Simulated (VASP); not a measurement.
# KScSe2 (P4/nmm) in VASP: further runs, part 2 of 2

VASP 6.6.1.

**3. Single point, PBE (26.33 Å³/atom)**

This run uses another cell than the first one, of 26.33 Å³/atom.

INCAR reads:

```
PREC = Accurate ; ENCUT = 520
EDIFF = 1E-6 ; ISMEAR = 0
SIGMA = 0.01 ; LREAL = F
LASPH = T ; NELM = 100
ALGO = Normal ; ISIF = 2
LWAVE = F ; LCHARG = F
GGA = PE ; NBANDS = 42
```

KPOINTS reads:

```
regular mesh
0
Gamma
  6 6 2
```

POSCAR reads:

```
KScSe2
1.0
    4.1572228805      0.0000000000      0.0000000000
    0.0000000000      4.1572228805      0.0000000000
    0.0000000000      0.0000000000     12.1888251947
K Se Sc
2 4 2
Direct
    0.5000000000      0.0000000000      0.8865522386
    0.0000000000      0.5000000000      0.1134477614
    0.5000000000      0.0000000000      0.1768814500
    0.0000000000      0.5000000000      0.3986537621
    0.5000000000      0.0000000000      0.6013462379
    0.0000000000      0.5000000000      0.8231185500
    0.5000000000      0.0000000000      0.3757825648
    0.0000000000      0.5000000000      0.6242174352
```

Potentials or basis: VASP PAW PBE potentials, release 64 (K_sv, Se, Sc_sv).

Command:

```bash
$ cat potpaw_PBE.64/K_sv/POTCAR potpaw_PBE.64/Se/POTCAR potpaw_PBE.64/Sc_sv/POTCAR > POTCAR
$ mpirun -np 1 vasp_std > vasp.out
```

Wall time 2.7 min (1 thread of Intel Xeon 6975P-C (Granite Rapids), shared host); peak memory 0.39 GiB.

The run converged. Its results:

```yaml
Free_energy: -39.6165 eV
Pressure: 1.6 GPa
Largest_force: 0.243 eV/Å
Band_gap_on_the_k_mesh: 0.36 eV
```

Forces on the atoms (eV/Å):
```
K    0.000  0.000  0.068
K    0.000  0.000 -0.068
Se   0.000  0.000 -0.243
Se   0.000  0.000 -0.118
Se   0.000  0.000  0.118
Se   0.000  0.000  0.243
Sc   0.000  0.000  0.147
Sc   0.000  0.000 -0.147
```

Stress tensor (GPa, compression positive):
```
1.33 0.00 0.00
0.00 1.33 0.00
0.00 0.00 2.26
```

Levels at points of the mesh, in eV from the valence-band top:
| k point | band 28 | band 29 | band 30 | band 31 | band 32 | band 33 | band 34 | band 35 | band 36 | band 37 |
| --- | --- | --- | --- | --- | --- | --- | --- | --- | --- | --- |
| (0.00, 0.00, 0.00) | -0.40 | -0.27 | -0.27 | -0.01 | -0.01 | 0.36 | 0.93 | 1.53 | 1.78 | 2.03 |
| (0.50, 0.00, 0.00) | -1.46 | -1.13 | -1.13 | -0.46 | -0.46 | 2.24 | 2.24 | 2.36 | 2.36 | 2.39 |
| (0.50, 0.50, 0.00) | -1.39 | -1.11 | -1.11 | -0.90 | -0.90 | 1.90 | 1.90 | 2.38 | 2.38 | 2.50 |
| (0.00, 0.00, 0.50) | -0.75 | -0.28 | -0.28 | 0.00 | 0.00 | 0.36 | 0.93 | 1.53 | 1.78 | 2.04 |
| (0.50, 0.00, 0.50) | -1.64 | -0.96 | -0.96 | -0.46 | -0.46 | 2.21 | 2.21 | 2.35 | 2.35 | 2.37 |
| (0.50, 0.50, 0.50) | -1.39 | -1.20 | -1.20 | -0.91 | -0.91 | 1.99 | 1.99 | 2.38 | 2.38 | 2.43 |

Caveat: semilocal functionals underestimate gaps, and a narrow one can read as zero. A k mesh can miss the band edges.

**4. Single point, PBE**

This run uses another cell than the first one, of 26.59 Å³/atom.

INCAR reads:

```
PREC = Accurate
ENCUT = 520
EDIFF = 1E-6
ISMEAR = 0
SIGMA = 0.01
LREAL = False
LASPH = True
NELM = 80
ALGO = Normal
ISIF = 2
LWAVE = False
LCHARG = False
GGA = PE
NBANDS = 42
```

KPOINTS is that of step 3.

POSCAR reads:

```
KScSe2
1.0
    4.1778763890      0.0000000000      0.0000000000
    0.0000000000      4.1778763890      0.0000000000
    0.0000000000      0.0000000000     12.1884166970
K Se Sc
2 4 2
Direct
    0.5000000000      0.0000000000      0.8891082168
    0.0000000000      0.5000000000      0.1108917832
    0.5000000000      0.0000000000      0.1747567390
    0.0000000000      0.5000000000      0.3978283753
    0.5000000000      0.0000000000      0.6021716247
    0.0000000000      0.5000000000      0.8252432610
    0.5000000000      0.0000000000      0.3746775327
    0.0000000000      0.5000000000      0.6253224673
```

Command:

```bash
$ cat potpaw_PBE.64/K_sv/POTCAR potpaw_PBE.64/Se/POTCAR potpaw_PBE.64/Sc_sv/POTCAR > POTCAR
$ mpirun -np 1 vasp_std > vasp.out
```

Wall time 2.4 min (1 thread of Intel Xeon 6975P-C (Granite Rapids), shared host); peak memory 0.4 GiB.

The run converged. Its results:

| Quantity | Value |
| --- | --- |
| Free energy | -39.6390 eV |
| Pressure | 0.9 GPa |
| Largest force | 0.109 eV/Å |
| Band gap on the k mesh | 0.39 eV |

Forces on the atoms (eV/Å):
```
K    0.000  0.000  0.002
K    0.000  0.000 -0.002
Se   0.000  0.000 -0.095
Se   0.000  0.000 -0.034
Se   0.000  0.000  0.034
Se   0.000  0.000  0.095
Sc   0.000  0.000  0.109
Sc   0.000  0.000 -0.109
```

Stress tensor (GPa, compression positive):
```
0.71 0.00 0.00
0.00 0.71 0.00
0.00 0.00 1.25
```

Levels at points of the mesh, in eV from the valence-band top:
```csv
k point,band 29,band 30,band 31,band 32,band 33,band 34,band 35,band 36
"(0.00, 0.00, 0.00)",-0.26,-0.26,-0.01,-0.01,0.39,0.94,1.52,1.75
"(0.50, 0.00, 0.00)",-1.11,-1.11,-0.44,-0.44,2.21,2.21,2.34,2.34
"(0.50, 0.50, 0.00)",-1.10,-1.10,-0.89,-0.89,1.88,1.88,2.34,2.34
"(0.00, 0.00, 0.50)",-0.27,-0.27,0.00,0.00,0.39,0.94,1.52,1.75
"(0.50, 0.00, 0.50)",-0.93,-0.93,-0.44,-0.44,2.18,2.18,2.32,2.32
"(0.50, 0.50, 0.50)",-1.20,-1.20,-0.90,-0.90,1.98,1.98,2.35,2.35
```

Caveat: semilocal functionals underestimate gaps, and a narrow one can read as zero.

**5. Single point, PBE**

This run uses another cell than the first one, of 27.15 Å³/atom.

INCAR reads:

```
SYSTEM = KScSe2
PREC = Accurate
ENCUT = 520
EDIFF = 1E-6
ISMEAR = 0
SIGMA = 0.01
LREAL = .FALSE.
LASPH = .TRUE.
NELM = 80
ALGO = Normal
ISIF = 2
LWAVE = .FALSE.
LCHARG = .FALSE.
GGA = PE
NBANDS = 42
```

KPOINTS reads:

```
regular mesh
0
G
  6 6 2
  0 0 0
```

POSCAR reads:

```
KScSe2
1.0
    4.1996464522      0.0000000000      0.0000000000
    0.0000000000      4.1996464522      0.0000000000
    0.0000000000      0.0000000000     12.3132095529
K Se Sc
2 4 2
Direct
    0.5000000000      0.0000000000      0.8865522386
    0.0000000000      0.5000000000      0.1134477614
    0.5000000000      0.0000000000      0.1768814500
    0.0000000000      0.5000000000      0.3986537621
    0.5000000000      0.0000000000      0.6013462379
    0.0000000000      0.5000000000      0.8231185500
    0.5000000000      0.0000000000      0.3757825648
    0.0000000000      0.5000000000      0.6242174352
```

Command:

```bash
$ cat potpaw_PBE.64/K_sv/POTCAR potpaw_PBE.64/Se/POTCAR potpaw_PBE.64/Sc_sv/POTCAR > POTCAR
$ mpirun -np 1 vasp_std > vasp.out
```

It took 2.3 min on 1 thread of Intel Xeon 6975P-C (Granite Rapids), shared host; peak memory 0.41 GiB.

The run converged. Its results:

* Free energy: -39.6528 eV
* Pressure: 0.1 GPa
* Largest force: 0.025 eV/Å
* Band gap on the k mesh: 0.40 eV

Forces in eV/Å, atoms in the order of the input:
```
K    0.000  0.000  0.009
K    0.000  0.000 -0.009
Se   0.000  0.000 -0.025
Se   0.000  0.000 -0.010
Se   0.000  0.000  0.010
Se   0.000  0.000  0.025
Sc   0.000  0.000  0.019
Sc   0.000  0.000 -0.019
```

Stress tensor (GPa, compression positive):
```
0.11 0.00 0.00
0.00 0.11 0.00
0.00 0.00 0.22
```

Levels at points of the mesh, in eV from the valence-band top:
```csv
k point,band 30,band 31,band 32,band 33,band 34,band 35
"(0.00, 0.00, 0.00)",-0.25,-0.01,-0.01,0.40,0.94,1.50
"(0.50, 0.00, 0.00)",-1.09,-0.42,-0.42,2.17,2.17,2.30
"(0.50, 0.50, 0.00)",-1.09,-0.87,-0.87,1.87,1.87,2.29
"(0.00, 0.00, 0.50)",-0.26,0.00,0.00,0.40,0.94,1.50
"(0.50, 0.00, 0.50)",-0.92,-0.42,-0.42,2.14,2.14,2.28
"(0.50, 0.50, 0.50)",-1.18,-0.88,-0.88,1.96,1.96,2.29
```

Caveat: semilocal functionals underestimate gaps, and a narrow one can read as zero.

**6. Single point, PBE (27.96 Å³/atom)**

This run uses another cell than the first one, of 27.96 Å³/atom.

INCAR reads:

```
SYSTEM = KScSe2
  ALGO = Normal
  EDIFF = 1E-6
  ENCUT = 520
  GGA = PE
  ISIF = 2
  ISMEAR = 0
  LASPH = .TRUE.
  LCHARG = .FALSE.
  LREAL = .FALSE.
  LWAVE = .FALSE.
  NBANDS = 42
  NELM = 60
  PREC = Accurate
  SIGMA = 0.01
```

KPOINTS reads:

```
k-points
0
G
  6 6 2
  0 0 0
```

Edit POSCAR of step 5 so:

```diff
@@ -2,5 +2,5 @@
 1.0
-    4.1996464522      0.0000000000      0.0000000000
-    0.0000000000      4.1996464522      0.0000000000
-    0.0000000000      0.0000000000     12.3132095529
+    4.2412298145      0.0000000000      0.0000000000
+    0.0000000000      4.2412298145      0.0000000000
+    0.0000000000      0.0000000000     12.4351304479
 K Se Sc
```

Potentials or basis: VASP PAW PBE potentials, release 64 (K_sv, Se, Sc_sv).

Command:

```bash
$ cat potpaw_PBE.64/K_sv/POTCAR potpaw_PBE.64/Se/POTCAR potpaw_PBE.64/Sc_sv/POTCAR > POTCAR
$ mpirun -np 1 vasp_std > vasp.out
```

Wall time 2.7 min (1 thread of Intel Xeon 6975P-C (Granite Rapids), shared host); peak memory 0.4 GiB.

Results (log left out):

```
Free energy            : -39.6330 eV
Pressure               : -1.1 GPa
Largest force          : 0.170 eV/Å
Band gap on the k mesh : 0.44 eV
```

Forces on the atoms (eV/Å):
```
K    0.000  0.000 -0.045
K    0.000  0.000  0.045
Se   0.000  0.000  0.170
Se   0.000  0.000  0.088
Se   0.000  0.000 -0.088
Se   0.000  0.000 -0.170
Sc   0.000  0.000 -0.096
Sc   0.000  0.000  0.096
```

Stress tensor (GPa, compression positive):
```
-0.93  0.00  0.00
 0.00 -0.93  0.00
 0.00  0.00 -1.52
```

Levels at points of the mesh, in eV from the valence-band top:
```tsv
k point	band 28	band 29	band 30	band 31	band 32	band 33	band 34	band 35	band 36	band 37
(0.00, 0.00, 0.00)	-0.42	-0.23	-0.23	-0.01	-0.01	0.44	0.95	1.46	1.67	1.85
(0.50, 0.00, 0.00)	-1.40	-1.05	-1.05	-0.39	-0.39	2.10	2.10	2.25	2.25	2.26
(0.50, 0.50, 0.00)	-1.27	-1.07	-1.07	-0.84	-0.84	1.84	1.84	2.20	2.20	2.32
(0.00, 0.00, 0.50)	-0.74	-0.24	-0.24	0.00	0.00	0.44	0.95	1.46	1.67	1.85
(0.50, 0.00, 0.50)	-1.56	-0.89	-0.89	-0.39	-0.39	2.08	2.08	2.21	2.21	2.25
(0.50, 0.50, 0.50)	-1.26	-1.15	-1.15	-0.86	-0.86	1.92	1.92	2.20	2.20	2.30
```

Caveat: semilocal functionals underestimate gaps, and a narrow one can read as zero. A k mesh can miss the band edges.

**7. The runs side by side**

| cell | gap on the mesh (eV) | pressure (GPa) | largest force (eV/Å) |
| --- | --- | --- | --- |
| a = 4.114, b = 4.114, c = 12.062 Å, 8 atoms, atomic positions A | 0.30 | 3.4 | 0.49 |
| a = 4.157, b = 4.157, c = 12.189 Å, 8 atoms, atomic positions A | 0.36 | 1.6 | 0.24 |
| a = 4.178, b = 4.178, c = 12.188 Å, 8 atoms, atomic positions B | 0.39 | 0.9 | 0.11 |
| a = 4.200, b = 4.200, c = 12.313 Å, 8 atoms, atomic positions A | 0.40 | 0.1 | 0.03 |
| a = 4.241, b = 4.241, c = 12.435 Å, 8 atoms, atomic positions A | 0.44 | -1.1 | 0.17 |

Alike in all rows: task single point; level PBE; potentials or basis VASP PAW PBE potentials, release 64 (K_sv, Se, Sc_sv); no spin polarisation; k mesh 6 × 6 × 2; cutoff (eV) 520; smearing gaussian 0.01 eV.

Caveats: semilocal functionals underestimate gaps, and a narrow one can read as zero; the cell stands under pressure (at least some runs).

Total energies depend on the potentials used, so only differences within one code and one set of settings carry meaning.
